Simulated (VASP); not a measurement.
# Pd: single point with BHLYP

Pd:

```
Pd
1.0
     0.00000    1.98468    1.98468
     1.98468    0.00000    1.98468
     1.98468    1.98468    0.00000
Pd
1
Direct
  0.00000 0.00000 0.00000
```

* Program: VASP 6.6.1
* Task: single point
* Functional: BHLYP
* Potentials or basis: VASP PAW PBE potentials, release 64 (Pd_sv_GW)
* Cutoff: 470 eV
* k mesh: 6 × 6 × 6
* Occupations: fermi-dirac, width 0.05 eV
* Spin: no spin polarisation

```yaml
Pressure: -6.9 GPa
Band_gap_on_the_k_mesh: zero (bands 9 and 10 overlap by 4.28 eV)
```

Levels at points of the mesh, in eV from the Fermi level:
```tsv
k point	band 6	band 7	band 8	band 9	band 10	band 11	band 12	band 13
(0.00, 0.00, 0.00)	-4.25	-4.25	-4.25	-2.98	-2.98	21.12	25.80	25.80
(0.50, 0.00, 0.00)	-4.52	-4.52	-0.89	-0.89	3.69	10.72	20.46	24.96
(0.50, 0.50, 0.00)	-6.63	-1.56	1.30	1.30	6.42	14.37	17.00	17.00
```

Run time: 12 min on 1 thread of Intel(R) Xeon(R) Platinum 8488C (Sapphire Rapids) (shared host), peak memory 0.14 GiB.

Caveat: the k points lie up to 0.46 Å⁻¹ apart, too coarse for converged energies and pressures of a metal; the PAW data sets were made with another functional, which shifts forces and pressure a little.
